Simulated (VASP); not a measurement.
A run of VASP 6.6.1:

Contents of POSCAR:

```
CuAgO2
1.0
    2.8164430000      0.0000000000      0.0000000000
    0.0000000000      3.3538930000      0.0000000000
    0.0000000000      0.0000000000      5.4041770000
Cu Ag O
1 1 2
Direct
    0.5000000000      0.5000000000      0.5000000000
    0.0000000000      0.0000000000      0.0000000000
    0.0000000000      0.5000000000      0.2708500000
    0.0000000000      0.5000000000      0.7291500000
```

Contents of INCAR.step1:

```
SYSTEM = CuAgO2
PREC = Accurate ; ENCUT = 520
ISMEAR = 0 ; SIGMA = 0.05
LREAL = .False. ; LASPH = .True.
NELM = 100 ; NBANDS = 25
GGA = PE ; ALGO = Normal
EDIFF = 1E-4 ; LWAVE = .True.
LCHARG = .False.
```

File INCAR.step2:

```
SYSTEM = CuAgO2
PREC = Accurate ; ENCUT = 520
EDIFF = 1E-6 ; ISMEAR = 0
SIGMA = 0.05 ; LREAL = .False.
LASPH = .True. ; NELM = 100
ALGO = Normal ; ISIF = 2
LWAVE = .False. ; LCHARG = .False.
METAGGA = R2SCAN ; LMIXTAU = .True.
NBANDS = 25 ; ISTART = 1
```

KPOINTS

```
regular mesh
0
Gamma
  6 5 4
  0 0 0
```

Potentials or basis: VASP PAW PBE potentials, release 64 (Cu, Ag, O).

Command:

```console
$ cat potpaw_PBE.64/Cu/POTCAR potpaw_PBE.64/Ag/POTCAR potpaw_PBE.64/O/POTCAR > POTCAR
$ cp INCAR.step1 INCAR
$ mpirun -np 1 vasp_std > vasp.out
$ cp INCAR.step2 INCAR
$ mpirun -np 1 vasp_std > vasp.out
```

Hardware: 1 thread of Intel(R) Xeon(R) Platinum 8375C CPU @ 2.90GHz (Ice Lake), on a shared host.

Problem. How long does it take, and how much memory?

Solution. Run time: 100 s on 1 thread of Intel(R) Xeon(R) Platinum 8375C CPU @ 2.90GHz (Ice Lake), on a shared host, peak memory 0.2 GiB. Counts: k points 36.
